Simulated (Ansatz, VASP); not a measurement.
# CuO: VASP beside Ansatz

```
Cu O
1.0
     2.55255    0.00000    0.00000
     0.00000    2.55255    0.00000
     0.00000    0.00000    2.55255
Cu O
1 1
Direct
  0.00000 0.00000 0.00000
  0.50000 0.50000 0.50000
```

Alike in both runs: task single point; functional PBE; k mesh 7 × 7 × 7; occupations gaussian, width 0.05 eV; collinear spin; Hubbard terms Cu d U = 6.0 eV.

|  | VASP | Ansatz |
| --- | --- | --- |
| version | VASP 6.6.1 | Ansatz 0.2.0 |
| potentials or method | VASP PAW PBE potentials, release 64 (Cu_sv_GW, O) | Ansatz PAW |
| plane-wave cutoff (eV) | 700 | 420 |
| valence electrons in the cell | 25 | 25 |

Ansatz gave:

* gap on the k mesh at the Fermi level (eV): none
* net moment per atom (μB): 0.50
* size of the moment on the site where the two differ most (μB): 0.68

Question: What did VASP give for the same quantities?

Answer: gap on the k mesh at the Fermi level (eV): none; net moment per atom (μB): 0.50; size of the moment on the site where the two differ most (μB): 0.55.

Site moments also hang on the region over which each program counts them. The programs project onto different local orbitals, so the same U acts differently, and such runs can settle in different states. A gap of «none» marks a metal or a gap that the smearing closes.

Noted on Ansatz's run: the magnetic or orbital state may not be the lowest.
